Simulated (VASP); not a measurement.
Runs of VASP 6.6.1 on As. The structure is that of space group Cmcm (No. 63), or close to it. The cells are those of the table. 

```tsv
task	potentials or basis	cell	k mesh	cutoff (eV)	second run	gap on the mesh (eV)	pressure (GPa)	largest force (eV/Å)
single point	VASP PAW PBE potentials, release 64 (As)	a = 4.578, b = 4.578, c = 3.692 Å, angles 90.0, 90.0, 143.7°, 2 atoms	20 × 20 × 16	520	-	none	0.2	0.05
single point	VASP PAW PBE potentials, release 64 (As)	a = 4.577, b = 4.577, c = 3.694 Å, angles 90.0, 90.0, 143.7°, 2 atoms	20 × 20 × 18	520	-	none	0.2	0.06
single point	VASP PAW PBE potentials, release 64 (As)	a = 4.438, b = 4.438, c = 3.747 Å, angles 90.1, 90.1, 143.1°, 2 atoms	6 × 6 × 6	520	-	none	0.3	0.06
relaxation of cell and atoms	VASP PAW PBE potentials, release 64 (As)	relaxed from a = 4.389, b = 4.389, c = 3.435 Å, angles 90.7, 90.7, 142.1°, 2 atoms	6 × 6 × 6	600	-	none	-0.1	-
single point	VASP PAW PBE potentials, release 64 (As_d)	a = 4.438, b = 4.438, c = 3.747 Å, angles 90.1, 90.1, 143.1°, 2 atoms	6 × 6 × 6	600	valence_matched	none	(a)	0.02
```

Alike in all rows: level PBE; no spin polarisation; smearing gaussian 0.1 eV.

**Question.** Fill in the values left out.

**Answer.** (a) 0.1.

Caveats: some runs use coarse meshes.

A k mesh can miss the band edges, and the runs leave out spin-orbit coupling on As.

A gap of «none» marks levels without a gap at the run's occupations.

The runs don't all hold the same shells in valence.
